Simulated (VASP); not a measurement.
# Li3P2 (Cm) in VASP: single point with PBE

Aim: the single point of Li3P2 with PBE.

Program: VASP 6.6.1. These are calculated values, not measurements. Logs are shortened: lines on timing, memory, paths and dates and some standing lists are left out, and cuts for length are marked.

**1. The cell of the first run**

The structure is monoclinic, space group Cm (No. 8). The conventional cell has a = 8.061 Å, b = 4.273 Å, c = 5.086 Å, α = 90.00°, β = 108.38°, γ = 90.00°. Li (site symmetry m) has 5 P at 2.50 to 2.83 Å and 4 Li at 2.56 to 2.76 Å within 3.3 Å. Within 3.6 Å of Li (site symmetry m) lie 5 P at 2.57 to 2.71 Å and 8 Li at 2.72 to 3.58 Å. Li (site symmetry m) has 5 P at 2.54 to 2.71 Å and 2 Li at 2.56 to 2.95 Å within 3.3 Å. Within 2.9 Å of P (site symmetry m) lie 1 P at 2.19 Å and 7 Li at 2.53 to 2.71 Å. P (site symmetry m) has 1 P at 2.19 Å and 8 Li at 2.50 to 2.83 Å within 2.9 Å.

**2. Single point, PBE**

The input, INCAR:

```
SYSTEM = Li3P2
  PREC = Accurate
  ENCUT = 520
  EDIFF = 1E-6
  ISMEAR = 0
  SIGMA = 0.1
  LREAL = .False.
  LASPH = .True.
  NELM = 100
  ALGO = Normal
  ISIF = 2
  LWAVE = .False.
  LCHARG = .False.
  GGA = PE
  NBANDS = 18
```

The input, KPOINTS:

```
regular mesh
0
Gamma
  10 10 8
  0 0 0
```

The input, POSCAR:

```
Li3P2
1.0
    4.0306484652     -2.1362643099     -0.0158623792
    4.0306484652      2.1362643099     -0.0158623792
   -1.5850624022      0.0000000000      4.8327815675
Li P
3 2
Direct
    0.0346609462      0.0346609462      0.9164682100
    0.6738410323      0.6738410323      0.7281050411
    0.3202213559      0.3202213559      0.3202332207
    0.6023683313      0.6023683313      0.1981815460
    0.3661021888      0.3661021888      0.8370119823
```

Potentials or basis: VASP PAW PBE potentials, release 64 (Li_sv, P).

On the command line:

```
$ cat potpaw_PBE.64/Li_sv/POTCAR potpaw_PBE.64/P/POTCAR > POTCAR
$ mpirun -np 1 vasp_std > vasp.out
```

OUTCAR:

```text
SYSTEM = Li3P2
   PREC = Accurate
   ENCUT = 520
   EDIFF = 1E-6
   ISMEAR = 0
   LREAL = .False.
   LASPH = .True.
   NELM = 100
   ISIF = 2
   GGA = PE

 ion  position               nearest neighbor table
   1  0.035  0.035  0.916-   5 2.50   5 2.50   4 2.53   4 2.53   3 2.56
   2  0.674  0.674  0.728-   4 2.57   5 2.59   5 2.59   4 2.63   5 2.71
   3  0.320  0.320  0.320-   5 2.54   4 2.54   1 2.56   5 2.60   4 2.71   4 2.71
   4  0.602  0.602  0.198-   5 2.19   1 2.53   1 2.53   3 2.54   2 2.57   2 2.63   3 2.71   3 2.71

   5  0.366  0.366  0.837-   4 2.19   1 2.50   1 2.50   3 2.54   2 2.59   2 2.59   3 2.60   2 2.71

  LATTYP: Found a base centered monoclinic cell.
 ALAT       =     8.0613593556
 B/A-ratio  =     0.5300010124
 C/A-ratio  =     0.6309207746
 COS(beta)  =    -0.3153842241

  Lattice vectors:

 A1 = (   4.0306484652,  -2.1362643099,  -0.0158623792)
 A2 = (   4.0306484652,   2.1362643099,  -0.0158623792)
 A3 = (  -1.5850624022,   0.0000000000,   4.8327815675)

Analysis of symmetry for initial positions (statically):
=====================================================================
 Subroutine PRICEL returns:
 Original cell was already a primitive cell.

 Routine SETGRP: Setting up the symmetry group for a
 base centered monoclinic supercell.

 Subroutine GETGRP returns: Found  2 space group operations
 (whereof  2 operations were pure point group operations)
 out of a pool of  4 trial point group operations.

The static configuration has the point symmetry C_1h.

Analysis of symmetry for dynamics (positions and initial velocities):
=====================================================================
 Subroutine PRICEL returns:
 Original cell was already a primitive cell.

 Routine SETGRP: Setting up the symmetry group for a
 base centered monoclinic supercell.

 Subroutine GETGRP returns: Found  2 space group operations
 (whereof  2 operations were pure point group operations)
 out of a pool of  4 trial point group operations.

The dynamic configuration has the point symmetry C_1h.

 Subroutine INISYM returns: Found  2 space group operations
 (whereof  2 operations are pure point group operations),
 and found     1 'primitive' translations

----------------------------------------------------------------------------------------

                                     Primitive cell

  volume of cell :      83.1182

  direct lattice vectors                    reciprocal lattice vectors
     4.030648465 -2.136264310 -0.015862379     0.124209842 -0.234053435  0.040738516
     4.030648465  2.136264310 -0.015862379     0.124209842  0.234053435  0.040738516
    -1.585062402  0.000000000  4.832781567     0.000815375  0.000000000  0.207187601

  length of vectors
     4.561798315  4.561798315  5.086079089     0.268083424  0.268083424  0.207189206

  position of ions in fractional coordinates (direct lattice)
     0.034660946  0.034660946  0.916468210
     0.673841032  0.673841032  0.728105041
     0.320221356  0.320221356  0.320233221
     0.602368331  0.602368331  0.198181546
     0.366102189  0.366102189  0.837011982

  ion indices of the primitive-cell ions
   primitive index   ion index
                 1           1
                 2           2
                 3           3
                 4           4
                 5           5

----------------------------------------------------------------------------------------

 KPOINTS: regular mesh

Automatic generation of k-mesh.
 Grid dimensions read from file:
 generate k-points for:   10   10    8

 Generating k-lattice:

  Cartesian coordinates                     Fractional coordinates (reciprocal lattice)
     0.012420984 -0.023405344  0.004073852     0.100000000 -0.000000000  0.000000000
     0.012420984  0.023405344  0.004073852    -0.000000000  0.100000000  0.000000000
     0.000101922  0.000000000  0.025898450     0.000000000  0.000000000  0.125000000

  Length of vectors
     0.026808342  0.026808342  0.025898651

  Shift w.r.t. Gamma in fractional coordinates (k-lattice)
     0.000000000  0.000000000  0.000000000

 Subroutine IBZKPT returns following result:
 ===========================================

 Found    227 irreducible k-points:

 Following reciprocal coordinates:
            Coordinates               Weight
  0.000000  0.000000  0.000000      1.000000
  0.100000 -0.000000  0.000000      4.000000
  0.200000 -0.000000  0.000000      4.000000
  0.300000 -0.000000 -0.000000      4.000000
  0.400000 -0.000000  0.000000      4.000000
  0.500000 -0.000000 -0.000000      2.000000
[... 16 lines left out ...]
  0.300000  0.300000 -0.000000      2.000000
  0.400000  0.300000  0.000000      4.000000
 [... further k-points ...]
   k-points           NKPTS =    227   k-points in BZ     NKDIM =    227   number of bands    NBANDS=     18
   number of dos      NEDOS =    301   number of ions     NIONS =      5
   total plane-waves  NPLWV =  51840
   dimension x,y,z NGX =    36 NGY =   36 NGZ =   40
   dimension x,y,z NGXF=    72 NGYF=   72 NGZF=   80
   ions per type =               3   2
   NGX,Y,Z   is equivalent  to a cutoff of  13.12, 13.12, 13.07 a.u.
   NGXF,Y,Z  is equivalent  to a cutoff of  26.24, 26.24, 26.15 a.u.
 SYSTEM =  Li3P2
   PREC   = accura    normal or accurate (medium, high low for compatibility)
   ISTART =      0    job   : 0-new  1-cont  2-samecut
   ICHARG =      2    charge: 1-file 2-atom 10-const
   ISPIN  =      1    spin polarized calculation?
   LNONCOLLINEAR =      F non collinear calculations
   LSORBIT =      F    spin-orbit coupling
   LASPH  =      T    aspherical Exc in radial PAW
   ENCUT  =  520.0 eV  38.22 Ry    6.18 a.u.   8.48  8.48  9.46*2*pi/ulx,y,z
   NELM   =    100;   NELMIN=  2; NELMDL= -5     # of ELM steps
   EDIFF  = 0.1E-05   stopping-criterion for ELM
   LREAL  =      F    real-space projection
   EDIFFG = 0.1E-04   stopping-criterion for IOM
   NSW    =      0    number of steps for IOM
   IBRION =     -1    ionic relax: 0-MD 1-quasi-New 2-CG
   NFREE  =      0    steps in history (QN), initial steepest desc. (CG)
   ISIF   =      2    stress and relaxation
   ISYM   =      2    0-nonsym 1-usesym 2-fastsym
   POTIM  = 0.5000    time-step for ionic-motion
   TEBEG  =    0.0;   TEEND  =   0.0 temperature during run
   PSTRESS=    0.0 pullay stress
   NELECT =      19.0000    total number of electrons
   NUPDOWN=      -1.0000    fix difference up-down
   EMIN   =  10.00;   EMAX   =-10.00  energy-range for DOS
   EFERMI =   0.00;   METHOD = LEGACY
   ISMEAR =     0;   SIGMA  =   0.10  broadening in eV -4-tet -1-fermi 0-gaus
   EFERMI_NEDOS =   21; number of points for ismear=-14 and -15
   IALGO  =     38    algorithm
   IMIX   =      4    mixing-type and parameters
     AMIX     =   0.40;   BMIX     =  1.00
     AMIX_MAG =   1.60;   BMIX_MAG =  1.00
  volume/ion in A,a.u.               =      16.62       112.18
  Fermi-wavevector in a.u.,A,eV,Ry     =   1.000984  1.891586 13.632627  1.001970
  Thomas-Fermi vector in A             =   2.133377
   LORBIT       =      0    0 simple, 1 ext, 2 COOP (PROOUT), +10 PAW based schemes
   GGA     = PE    functional components
   LHFCALC =     F    Hartree Fock is set to
   AEXX    =    0.0000 exact exchange contribution
   IVDW    =     0    specifies the selected vdW correction
   LEPSILON=     F    determine dielectric tensor
   LRPA    =     F    only Hartree local field effects (RPA)
 non-spin polarized calculation
 Gauss-broadening in eV      SIGMA  =   0.10
  energy-cutoff  :      520.00
  volume of cell :       83.12
 maximum number of plane-waves:      2256
 NGX is ok and might be reduce to    36
   NGX = 17   NGY = 17   NGZ = 19

 number of electron      19.0000013 magnetization

 Free energy of the ion-electron system (eV)
  ---------------------------------------------------
  ext. energy  EPLUGINS =         0.00000000
  ---------------------------------------------------
  free energy    TOTEN  =       -19.02493620 eV

  energy without entropy =      -19.01543310  energy(sigma->0) =      -19.02018465

 E-fermi :   3.1203     XC(G=0):  -8.5709

 val. band max:        3.1200661156   @ k =  -0.1000  -0.2000   0.3750
 cond. band min:       3.1230152389   @ k =  -0.2000  -0.2000   0.1250
 fundamental gap:      0.0029491234
 Fermi energy:         3.1203196698

 k-point     1 :       0.0000    0.0000    0.0000
  band No.  band energies     occupation
      1     -42.7106      2.00000
      2     -42.6368      2.00000
      3     -42.5596      2.00000
      4      -8.8050      2.00000
      5      -4.2740      2.00000
      6      -0.9718      2.00000
[... 10 lines left out ...]
     17       9.5099      0.00000
     18      10.3903      0.00000

 k-point     2 :       0.1000   -0.0000    0.0000
  band No.  band energies     occupation
      1     -42.7103      2.00000
      2     -42.6371      2.00000
      3     -42.5596      2.00000
      4      -8.7774      2.00000
      5      -4.3083      2.00000
      6      -0.9337      2.00000
[... 10 lines left out ...]
     17       9.4024      0.00000
     18      10.5061      0.00000

 k-point     3 :       0.2000   -0.0000    0.0000
  band No.  band energies     occupation
      1     -42.7093      2.00000
      2     -42.6379      2.00000
      3     -42.5596      2.00000
      4      -8.7025      2.00000
      5      -4.4038      2.00000
      6      -0.8418      2.00000
[... 10 lines left out ...]
     17       9.6314      0.00000
     18      10.7679      0.00000

 k-point     4 :       0.3000   -0.0000   -0.0000
  band No.  band energies     occupation
      1     -42.7082      2.00000
      2     -42.6389      2.00000
      3     -42.5596      2.00000
      4      -8.6033      2.00000
      5      -4.5346      2.00000
      6      -0.7518      2.00000
[... 375 lines left out ...]
      4      -8.5690      2.00000
      5      -4.4817      2.00000
      6      -1.1214      2.00000
[... 10 lines left out ...]
     17      11.3652      0.00000
     18      11.7194      0.00000

 k-point    23 :       0.3000    0.3000   -0.0000
  band No.  band energies     occupation
      1     -42.7083      2.00000
      2     -42.6388      2.00000
      3     -42.5597      2.00000
      4      -8.5213      2.00000
      5      -5.0192      2.00000
      6      -0.2738      2.00000
[... 10 lines left out ...]
     17      10.6147      0.00000
     18      11.2153      0.00000

 k-point    24 :       0.4000    0.3000    0.0000
  band No.  band energies     occupation
      1     -42.7077      2.00000
      2     -42.6393      2.00000
      3     -42.5597      2.00000
      4      -8.4462      2.00000
      5      -5.1433      2.00000
      6      -0.3954      2.00000
[... 10 lines left out ...]
     17      10.7150      0.00000
     18      11.5631      0.00000

 [... further k-points ...]
[... 5 lines left out ...]
  --------------------------------------------------------------------------------------
  -------------------------------------------------------------------------------------
  Total       -0.0628930     -0.0265168     -0.1000770      0.0000000      0.0000000     -0.0352466
  in kB       -1.2123193     -0.5111357     -1.9290736      0.0000000      0.0000000     -0.6794105
  external PRESSURE =      -1.2175095 kB  Pullay stress =       0.0000000 kB

 VOLUME and BASIS-vectors are now :
 -----------------------------------------------------------------------------
  energy-cutoff  :      520.00
  volume of cell :       83.12
      direct lattice vectors                 reciprocal lattice vectors
     4.030648465 -2.136264310 -0.015862379     0.124209842 -0.234053435  0.040738516
     4.030648465  2.136264310 -0.015862379     0.124209842  0.234053435  0.040738516
    -1.585062402  0.000000000  4.832781567     0.000815375  0.000000000  0.207187601

 POSITION                                       TOTAL-FORCE (eV/Angst)
 -----------------------------------------------------------------------------------
     -1.17325      0.00000      4.42799         0.004722      0.000000     -0.000157
      4.27794      0.00000      3.49740        -0.004429      0.000000     -0.002170
      2.07381      0.00000      1.53746        -0.001493      0.000000      0.002652
      4.54174      0.00000      0.93866        -0.026437      0.000000     -0.036950
      1.62454      0.00000      4.03348         0.027637      0.000000      0.036626
 -----------------------------------------------------------------------------------
    total drift:                               -0.000342      0.000000      0.000654

  FREE ENERGIE OF THE ION-ELECTRON SYSTEM (eV)
  ---------------------------------------------------
  free  energy   TOTEN  =       -19.0249361959 eV

  energy  without entropy=      -19.0154330957  energy(sigma->0) =      -19.02018465
```

Wall time 2.3 min (1 thread of Intel Xeon 6975P-C (Granite Rapids), shared host); peak memory 0.39 GiB.

What came out:

```
Free energy            : -19.0249 eV
Largest force          : 0.046 eV/Å
Band gap on the k mesh : zero (an odd number of electrons rules out a gap without spin polarisation)
```

Forces on the atoms (eV/Å):
```
Li   0.005  0.000  0.000
Li  -0.004  0.000 -0.002
Li  -0.001  0.000  0.003
P   -0.026  0.000 -0.037
P    0.028  0.000  0.037
```

Caveat: the cutoff is under 1.25 times the usual one of these potentials, so pressure, stress and relaxed cells hold a basis-set (Pulay) error.
